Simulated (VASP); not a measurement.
# Ga (C2/c) in VASP: settings compared

The runs below take Ga through relaxation of cell and atoms, single point, with RPBE+D4, PBE+D3(BJ), PBEsol, r2SCAN.

All numbers are computed with VASP 6.6.1; they aren't measurements. Logs are shortened: lines on timing, memory, paths and dates and some standing lists are left out, and cuts for length are marked.

**1. The cell of the first run**

Symmetry: C2/c, No. 15, monoclinic system. The conventional cell has a = 2.766 Å, b = 8.053 Å, c = 3.332 Å, α = 90.00°, β = 92.02°, γ = 90.00°. Within 3.5 Å of Ga (site symmetry 2) lie 10 Ga at 2.69 to 3.33 Å.

**2. Relaxation of cell and atoms, RPBE+D4**

INCAR reads:

```
PREC = Accurate
ENCUT = 600
EDIFF = 1E-6
ISMEAR = -1
SIGMA = 0.05
LREAL = False
LASPH = True
NELM = 80
ALGO = Fast
ISIF = 3
LWAVE = False
LCHARG = False
GGA = RP
IVDW = 13
IBRION = 2
NSW = 60
EDIFFG = -0.01
```

KPOINTS reads:

```
regular mesh
0
Gamma
  10 10 8
```

POSCAR reads:

```
Ga
1.0
    1.3830000000     -4.0265000000      0.0000000000
    1.3830000000      4.0265000000      0.0000000000
   -0.1174474948      0.0000000000      3.3299294416
Ga
2
Direct
    0.1310000000      0.8690000000      0.7500000000
    0.8690000000      0.1310000000      0.2500000000
```

Potentials or basis: VASP PAW PBE potentials, release 64 (Ga_d).

Command:

```sh
> cat potpaw_PBE.64/Ga_d/POTCAR > POTCAR
> mpirun -np 1 vasp_std > vasp.out
```

OUTCAR:

```text
PREC = Accurate
   ENCUT = 600
   EDIFF = 1E-6
   ISMEAR = -1
   LREAL = False
   LASPH = True
   NELM = 80
   ISIF = 3
   GGA = RP
   IVDW = 13
   IBRION = 2
   NSW = 60
   EDIFFG = -0.01

 ion  position               nearest neighbor table
   1  0.131  0.869  0.750-   2 2.69   2 2.69   2 2.86   2 2.86   2 2.92   2 2.92
   2  0.869  0.131  0.250-   1 2.69   1 2.69   1 2.86   1 2.86   1 2.92   1 2.92

  LATTYP: Found a base centered monoclinic cell.
 ALAT       =     2.7660000000
 B/A-ratio  =     2.9114244396
 C/A-ratio  =     1.2046276211
 COS(beta)  =    -0.0352483478

  Lattice vectors:

 A1 = (   1.3830000000,  -4.0265000000,   0.0000000000)
 A2 = (   1.3830000000,   4.0265000000,   0.0000000000)
 A3 = (  -0.1174474948,   0.0000000000,   3.3299294416)

Analysis of symmetry for initial positions (statically):
=====================================================================
 Subroutine PRICEL returns:
 Original cell was already a primitive cell.

 Routine SETGRP: Setting up the symmetry group for a
 base centered monoclinic supercell.

 Subroutine GETGRP returns: Found  4 space group operations
 (whereof  2 operations were pure point group operations)
 out of a pool of  4 trial point group operations.

The static configuration has the point symmetry S_2 .
 The point group associated with its full space group is C_2h.

Analysis of symmetry for dynamics (positions and initial velocities):
=====================================================================
 Subroutine PRICEL returns:
 Original cell was already a primitive cell.

 Routine SETGRP: Setting up the symmetry group for a
 base centered monoclinic supercell.

 Subroutine GETGRP returns: Found  4 space group operations
 (whereof  2 operations were pure point group operations)
 out of a pool of  4 trial point group operations.

The dynamic configuration has the point symmetry S_2 .
 The point group associated with its full space group is C_2h.

 Subroutine INISYM returns: Found  4 space group operations
 (whereof  2 operations are pure point group operations),
 and found     1 'primitive' translations

----------------------------------------------------------------------------------------

                                     Primitive cell

  volume of cell :      37.0864

  direct lattice vectors                    reciprocal lattice vectors
     1.383000000 -4.026500000  0.000000000     0.361532899 -0.124177325  0.012751361
     1.383000000  4.026500000  0.000000000     0.361532899  0.124177325  0.012751361
    -0.117447495  0.000000000  3.329929442     0.000000000  0.000000000  0.300306663

  length of vectors
     4.257392541  4.257392541  3.332000000     0.382476983  0.382476983  0.300306663

  position of ions in fractional coordinates (direct lattice)
     0.131000000  0.869000000  0.750000000
     0.869000000  0.131000000  0.250000000

  ion indices of the primitive-cell ions
   primitive index   ion index
                 1           1
                 2           2

----------------------------------------------------------------------------------------

 KPOINTS: regular mesh

Automatic generation of k-mesh.
 Grid dimensions read from file:
 generate k-points for:   10   10    8

 Generating k-lattice:

  Cartesian coordinates                     Fractional coordinates (reciprocal lattice)
     0.036153290 -0.012417733  0.001275136     0.100000000  0.000000000 -0.000000000
     0.036153290  0.012417733  0.001275136     0.000000000  0.100000000 -0.000000000
     0.000000000  0.000000000  0.037538333     0.000000000  0.000000000  0.125000000

  Length of vectors
     0.038247698  0.038247698  0.037538333

  Shift w.r.t. Gamma in fractional coordinates (k-lattice)
     0.000000000  0.000000000  0.000000000

 Subroutine IBZKPT returns following result:
 ===========================================

 Found    227 irreducible k-points:

 Following reciprocal coordinates:
            Coordinates               Weight
  0.000000  0.000000  0.000000      1.000000
  0.100000 -0.000000  0.000000      4.000000
  0.200000 -0.000000  0.000000      4.000000
  0.300000 -0.000000  0.000000      4.000000
  0.400000 -0.000000  0.000000      4.000000
  0.500000 -0.000000  0.000000      2.000000
[... 16 lines left out ...]
  0.300000  0.300000  0.000000      2.000000
  0.400000  0.300000  0.000000      4.000000
 [... further k-points ...]
   k-points           NKPTS =    227   k-points in BZ     NKDIM =    227   number of bands    NBANDS=     17
   number of dos      NEDOS =    301   number of ions     NIONS =      2
   total plane-waves  NPLWV =  36288
   dimension x,y,z NGX =    36 NGY =   36 NGZ =   28
   dimension x,y,z NGXF=    72 NGYF=   72 NGZF=   56
   ions per type =               2
   NGX,Y,Z   is equivalent  to a cutoff of  14.06, 14.06, 13.97 a.u.
   NGXF,Y,Z  is equivalent  to a cutoff of  28.12, 28.12, 27.94 a.u.
 SYSTEM =  unknown system
   PREC   = accura    normal or accurate (medium, high low for compatibility)
   ISTART =      0    job   : 0-new  1-cont  2-samecut
   ICHARG =      2    charge: 1-file 2-atom 10-const
   ISPIN  =      1    spin polarized calculation?
   LNONCOLLINEAR =      F non collinear calculations
   LSORBIT =      F    spin-orbit coupling
   LASPH  =      T    aspherical Exc in radial PAW
   ENCUT  =  600.0 eV  44.10 Ry    6.64 a.u.   8.50  8.50  6.65*2*pi/ulx,y,z
   NELM   =     80;   NELMIN=  2; NELMDL= -5     # of ELM steps
   EDIFF  = 0.1E-05   stopping-criterion for ELM
   LREAL  =      F    real-space projection
   EDIFFG = -.1E-01   stopping-criterion for IOM
   NSW    =     60    number of steps for IOM
   IBRION =      2    ionic relax: 0-MD 1-quasi-New 2-CG
   NFREE  =      1    steps in history (QN), initial steepest desc. (CG)
   ISIF   =      3    stress and relaxation
   ISYM   =      2    0-nonsym 1-usesym 2-fastsym
   POTIM  = 0.5000    time-step for ionic-motion
   TEBEG  =    0.0;   TEEND  =   0.0 temperature during run
   PSTRESS=    0.0 pullay stress
   NELECT =      26.0000    total number of electrons
   NUPDOWN=      -1.0000    fix difference up-down
   EMIN   =  10.00;   EMAX   =-10.00  energy-range for DOS
   EFERMI =   0.00;   METHOD = LEGACY
   ISMEAR =    -1;   SIGMA  =   0.05  broadening in eV -4-tet -1-fermi 0-gaus
   EFERMI_NEDOS =   21; number of points for ismear=-14 and -15
   IALGO  =     68    algorithm
   IMIX   =      4    mixing-type and parameters
     AMIX     =   0.40;   BMIX     =  1.00
     AMIX_MAG =   1.60;   BMIX_MAG =  1.00
  volume/ion in A,a.u.               =      18.54       125.14
  Fermi-wavevector in a.u.,A,eV,Ry     =   1.454323  2.748273 28.777089  2.115056
  Thomas-Fermi vector in A             =   2.571487
   LORBIT       =      0    0 simple, 1 ext, 2 COOP (PROOUT), +10 PAW based schemes
   GGA     = RP    functional components
   LHFCALC =     F    Hartree Fock is set to
   AEXX    =    0.0000 exact exchange contribution
   IVDW    =    13    specifies the selected vdW correction
   LEPSILON=     F    determine dielectric tensor
   LRPA    =     F    only Hartree local field effects (RPA)
 conjugate gradient relaxation of ions
 non-spin polarized calculation
 RMM-DIIS sequential band-by-band and
  energy-cutoff  :      600.00
  volume of cell :       37.09
 maximum number of plane-waves:      1265
 NGX is ok and might be reduce to    36
   NGX = 17   NGY = 17   NGZ = 13

--------------------------------------- Ionic step        1  -------------------------------------------

 number of electron      26.0000011 magnetization

 Free energy of the ion-electron system (eV)
  ---------------------------------------------------
  ext. energy  EPLUGINS =         0.00000000
  ---------------------------------------------------
  free energy    TOTEN  =        -5.03485182 eV

  energy without entropy =       -5.02924693  energy(sigma->0) =       -5.03204938

------------------------ aborting loop because EDIFF is reached ----------------------------------------

  DFT-D4 for vdW energy calculation

  Edisp (eV):   -1.80505

  FORCE on cell =-STRESS in cart. coord.  units (eV):
  Direction    XX          YY          ZZ          XY          YZ          ZX
  --------------------------------------------------------------------------------------
  -------------------------------------------------------------------------------------
  Total      -0.67960    -0.79073    -1.07250     0.00000     0.00000     0.10459
  in kB     -29.35969   -34.16027   -46.33343     0.00000     0.00000     4.51856
  external pressure =      -36.62 kB  Pullay stress =        0.00 kB
[... 97 lines left out ...]
  FREE ENERGIE OF THE ION-ELECTRON SYSTEM (eV)
  ---------------------------------------------------
  free  energy   TOTEN  =        -6.8742058443 eV

  energy  without entropy=       -6.8694114967  energy(sigma->0) =       -6.87180867

[... ionic steps 4 to 15 ...]

--------------------------------------- Ionic step       16  -------------------------------------------

 number of electron      26.0000000 magnetization

------------------------ aborting loop because EDIFF is reached ----------------------------------------

  DFT-D4 for vdW energy calculation

  Edisp (eV):   -1.91795
[... 69 lines left out ...]
  energy  without entropy=       -6.8824187395  energy(sigma->0) =       -6.88413875

--------------------------------------- Ionic step       18  -------------------------------------------

 number of electron      26.0000001 magnetization

 Free energy of the ion-electron system (eV)
  ---------------------------------------------------
  ext. energy  EPLUGINS =         0.00000000
  ---------------------------------------------------
  free energy    TOTEN  =        -4.96629841 eV

  energy without entropy =       -4.96290429  energy(sigma->0) =       -4.96460135

 E-fermi :   6.5765     XC(G=0): -11.2636

 val. band max:        6.5658596149   @ k =  -0.2000   0.4000   0.3750
 cond. band min:       6.6109616642   @ k =   0.5000   0.5000   0.2500
 fundamental gap:      0.0451020494
 Fermi energy:         6.5765453414

 k-point     1 :       0.0000    0.0000    0.0000
  band No.  band energies     occupation
      1      -8.8483      2.00000
      2      -8.8093      2.00000
      3      -8.7556      2.00000
      4      -8.7500      2.00000
      5      -8.4834      2.00000
      6      -8.4674      2.00000
[... 9 lines left out ...]
     16      15.4688      0.00000
     17      16.5747      0.00000
[... 443 lines left out ...]
      1      -8.7525      2.00000
      2      -8.6981      2.00000
      3      -8.6542      2.00000
      4      -8.6091      2.00000
      5      -8.5717      2.00000
      6      -8.5584      2.00000
[... 9 lines left out ...]
     16      14.0573      0.00000
     17      14.1276      0.00000

 [... further k-points ...]

------------------------ aborting loop because EDIFF is reached ----------------------------------------

  DFT-D4 for vdW energy calculation

  Edisp (eV):   -1.91961

  FORCE on cell =-STRESS in cart. coord.  units (eV):
  Direction    XX          YY          ZZ          XY          YZ          ZX
  --------------------------------------------------------------------------------------
  -------------------------------------------------------------------------------------
  Total       0.00808    -0.00256     0.00711     0.00000     0.00000    -0.01432
  in kB       0.37307    -0.11811     0.32811     0.00000     0.00000    -0.66135
  external pressure =        0.19 kB  Pullay stress =        0.00 kB
[... 17 lines left out ...]
  FREE ENERGIE OF THE ION-ELECTRON SYSTEM (eV)
  ---------------------------------------------------
  free  energy   TOTEN  =        -6.8859065212 eV

  energy  without entropy=       -6.8825123950  energy(sigma->0) =       -6.88420946

 reached required accuracy - stopping structural energy minimisation
```

Wall time 32 min (1 thread of Intel Xeon Platinum 8259CL at 2.50GHz (Skylake/Cascade Lake), shared host); peak memory 0.31 GiB.

Results:

* Free energy: -6.8859 eV
* Relaxed volume: 17.35 Å³/atom
* Relaxed cell: a = 4.236 Å, b = 4.236 Å, c = 3.128 Å, α = 90.36°, β = 90.36°, γ = 141.82°
* Space group after relaxing (to 0.1 Å): C2/c (No. 15)
* Energy gained by relaxing: 23.0 meV/atom
* Ionic steps: 18
* Pressure after relaxing: 0.0 GPa
* Band gap on the k mesh: zero (bands 13 and 14 overlap by 9.58 eV)
* Dispersion energy per atom: -0.960 eV

Step by step:
| step | energy change (eV) | largest force (eV/Å) | pressure (GPa) | volume (Å³) |
| --- | --- | --- | --- | --- |
| 1 | 0.0000 | 0.1916 | -3.66 | 37.09 |
| 2 | -0.0339 | 0.1225 | -0.15 | 34.86 |
| 3 | -0.0343 | 0.1149 | 0.25 | 34.61 |
| 4 | -0.0343 | 0.1108 | 0.53 | 34.56 |
| 5 | -0.0382 | 0.0524 | 0.34 | 34.58 |
| 6 | -0.0428 | 0.0607 | 0.21 | 34.62 |
| 7 | -0.0368 | 0.2766 | 0.18 | 34.66 |
| 8 | -0.0436 | 0.1121 | 0.29 | 34.63 |
| 9 | -0.0452 | 0.0304 | -0.42 | 34.89 |
| 10 | -0.0453 | 0.0551 | -0.24 | 34.84 |
| 11 | -0.0458 | 0.0016 | 0.05 | 34.67 |
| 12 | -0.0458 | 0.0123 | 0.10 | 34.63 |
| 13 | -0.0458 | 0.0016 | 0.06 | 34.64 |
| 14 | -0.0458 | 0.0109 | 0.15 | 34.63 |
| 15 | -0.0458 | 0.0031 | 0.21 | 34.64 |
| 16 | -0.0459 | 0.0244 | -0.32 | 34.73 |
| 17 | -0.0460 | 0.0093 | 0.01 | 34.70 |
| 18 | -0.0460 | 0.0013 | 0.02 | 34.70 |

Final structure:
```yaml
crystal:
  lattice:
    - [1.38556, -4.00331, 0.01195]
    - [1.38556, 4.00331, 0.01195]
    - [-0.08784, 0.00000, 3.12715]
  atoms:
    - { symbol: Ga, position: [0.13409, 0.86591, 0.75000] }
    - { symbol: Ga, position: [0.86591, 0.13409, 0.25000] }
```

Caveat: the PAW data sets were made with another functional, which shifts forces and pressure a little.

**3. Relaxation of cell and atoms, PBE+D3(BJ)**

INCAR reads:

```
SYSTEM = Ga
PREC     = Accurate       ! precision mode
ENCUT    = 600            ! plane-wave cutoff, eV
EDIFF    = 1E-6           ! SCF threshold, eV
ISMEAR   = -1             ! smearing method
SIGMA    = 0.05           ! smearing width, eV
LREAL    = .FALSE.        ! projectors in reciprocal space
LASPH    = .TRUE.         ! aspherical terms in the spheres
NELM     = 100            ! most SCF steps
ALGO     = Fast           ! electronic algorithm
ISIF     = 3              ! what is computed and relaxed
LWAVE    = .FALSE.        ! write WAVECAR
LCHARG   = .FALSE.        ! write CHGCAR
GGA      = PE             ! functional
IVDW     = 12             ! dispersion correction
IBRION   = 2              ! ionic algorithm
NSW      = 60             ! ionic steps
EDIFFG   = -0.01          ! ionic threshold
```

KPOINTS reads:

```
Automatic mesh
0
G
  10 10 8
  0 0 0
```

POSCAR is that of step 2.

Potentials or basis: VASP PAW PBE potentials, release 64 (Ga_d).

Command:

```sh
> cat potpaw_PBE.64/Ga_d/POTCAR > POTCAR
> mpirun -np 1 vasp_std > vasp.out
```

It took 33 min on 1 thread of Intel Xeon Platinum 8259CL at 2.50GHz (Skylake/Cascade Lake), shared host; peak memory 0.32 GiB.

The run converged. Its results:

| Quantity | Value |
| --- | --- |
| Free energy | -6.4143 eV |
| Relaxed volume | 18.23 Å³/atom |
| Relaxed cell | a = 4.286 Å, b = 4.286 Å, c = 3.178 Å, α = 90.14°, β = 90.14°, γ = 141.34° |
| Space group after relaxing (to 0.1 Å) | Cmcm (No. 63) |
| Energy gained by relaxing | 10.2 meV/atom |
| Ionic steps | 22 |
| Pressure after relaxing | 0.0 GPa |
| Largest force after relaxing | 0.006 eV/Å |
| Band gap on the k mesh | zero (bands 13 and 14 overlap by 9.13 eV) |
| Dispersion energy per atom | -0.316 eV |

Forces in eV/Å, atoms in the order of the input:
```
Ga   0.000 -0.006  0.000
Ga   0.000  0.006  0.000
```

Step by step:
| step | energy change (eV) | largest force (eV/Å) | pressure (GPa) | volume (Å³) |
| --- | --- | --- | --- | --- |
| 1 | 0.0000 | 0.2058 | -0.94 | 37.09 |
| 2 | -0.0078 | 0.1230 | -0.26 | 36.50 |
| 3 | -0.0107 | 0.0429 | 0.64 | 35.93 |
| 4 | -0.0146 | 0.0141 | 0.05 | 36.18 |
| 5 | -0.0170 | 0.0137 | -0.17 | 36.36 |
| 6 | -0.0191 | 0.0647 | -0.86 | 36.73 |
| 7 | -0.0190 | 0.0429 | -0.24 | 36.63 |
| 8 | -0.0191 | 0.0594 | -0.49 | 36.69 |
| 9 | -0.0193 | 0.0409 | 0.14 | 36.40 |
| 10 | -0.0200 | 0.0457 | -0.19 | 36.53 |
| 11 | -0.0200 | 0.0469 | -0.08 | 36.53 |
| 12 | -0.0200 | 0.0461 | -0.11 | 36.53 |
| 13 | -0.0204 | 0.0169 | 0.06 | 36.44 |
| 14 | -0.0204 | 0.0090 | 0.30 | 36.42 |
| 15 | -0.0204 | 0.0059 | -0.13 | 36.49 |
| 16 | -0.0204 | 0.0117 | 0.18 | 36.46 |
| 17 | -0.0204 | 0.0032 | -0.25 | 36.48 |
| 18 | -0.0204 | 0.0080 | -0.07 | 36.47 |
| 19 | -0.0204 | 0.0005 | -0.05 | 36.47 |
| 20 | -0.0204 | 0.0002 | -0.03 | 36.48 |
| 21 | -0.0205 | 0.0032 | -0.06 | 36.47 |
| 22 | -0.0205 | 0.0065 | 0.01 | 36.46 |

Final structure:
```xyz
2
Lattice="1.4183 -4.0443 0.0210 1.4183 4.0443 0.0210 -0.0701 0.0000 3.1771" Properties=species:S:1:pos:R:3 pbc="T T T"
Ga    1.3658    2.9526    2.4039
Ga    1.4008   -2.9526    0.8153
```

Levels at points of the mesh, in eV from the Fermi level:
```csv
k point,band 11,band 12,band 13,band 14,band 15,band 16
"(0.00, 0.00, 0.00)",-11.45,-2.35,-1.65,2.62,6.35,8.32
"(0.50, 0.00, 0.00)",-6.57,-5.50,-1.79,-0.28,6.60,6.78
"(0.50, 0.50, 0.00)",-9.50,-8.63,4.77,5.79,6.35,6.92
"(0.00, 0.00, 0.50)",-7.63,-7.63,1.70,1.70,2.51,2.51
"(0.50, 0.00, 0.50)",-2.97,-2.96,-1.70,-1.67,1.86,1.97
"(0.50, 0.50, 0.50)",-5.83,-5.83,-4.35,-4.35,10.15,10.15
```

(Part 1 of 3 ends here.)

The gap in the log of VASP goes by the Fermi energy; the results here count the filled bands.